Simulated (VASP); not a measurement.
Crystal: Si2W.

```
W Si
1.0
     4.61685    0.00000    0.00000
    -2.30843    3.99831    0.00000
     0.00000    0.00000    6.65322
W Si
3 6
Cartesian
  2.3084 0.0000 3.3266
  1.1542 1.9992 5.5444
  -1.1542 1.9992 1.1089
  1.1332 0.6542 1.1089
  3.4837 0.6542 5.5444
  0.0000 1.3085 3.3266
  1.1753 3.3441 1.1089
  -1.1753 3.3441 5.5444
  2.3084 2.6899 3.3266
```

```yaml
Program: VASP 6.6.1
Task: relaxation of cell and atoms
Functional: BLYP
Dispersion: D3(BJ)
Potentials_or_basis: VASP PAW PBE potentials, release 64 (W_sv, Si)
Cutoff: 600 eV
k_mesh: 7 × 7 × 4
Occupations: fermi-dirac, width 0.05 eV
Spin: no spin polarisation
```

At the start: pressure -6.3 GPa; volume 13.65 Å³/atom.

Q: How do energy, volume and symmetry change on relaxing?

A: Over 5 steps the energy falls by 8.4 meV/atom and the volume is 13.24 Å³/atom (-3.0 %); space group P6_222 (No. 180, to 0.1 Å) before and after.

The path:
```tsv
step	energy change (eV)	largest force (eV/Å)	pressure (GPa)	volume (Å³)
1	0.0000	0.0045	-6.35	122.82
2	0.1376	0.0711	12.39	113.45
3	-0.0754	0.0218	-0.08	119.21
4	-0.0755	0.0222	0.05	119.14
5	-0.0756	0.0074	0.04	119.15
```

Final structure:
```cif
data_structure
_symmetry_space_group_name_H-M 'P 1'
_symmetry_Int_Tables_number 1
_cell_length_a 4.5754
_cell_length_b 4.5754
_cell_length_c 6.5721
_cell_angle_alpha 90.000
_cell_angle_beta 90.000
_cell_angle_gamma 120.000
_cell_volume 119.15
loop_
_atom_site_label
_atom_site_type_symbol
_atom_site_fract_x
_atom_site_fract_y
_atom_site_fract_z
_atom_site_occupancy
W1 W 0.50000 0.00000 0.50000 1
W2 W 0.50000 0.50000 0.83333 1
W3 W 0.00000 0.50000 0.16667 1
Si1 Si 0.32704 0.16352 0.16667 1
Si2 Si 0.83648 0.16352 0.83333 1
Si3 Si 0.16352 0.32704 0.50000 1
Si4 Si 0.67296 0.83648 0.16667 1
Si5 Si 0.16352 0.83648 0.83333 1
Si6 Si 0.83648 0.67296 0.50000 1
```

Caveat: the PAW data sets were made with another functional, which shifts forces and pressure a little.
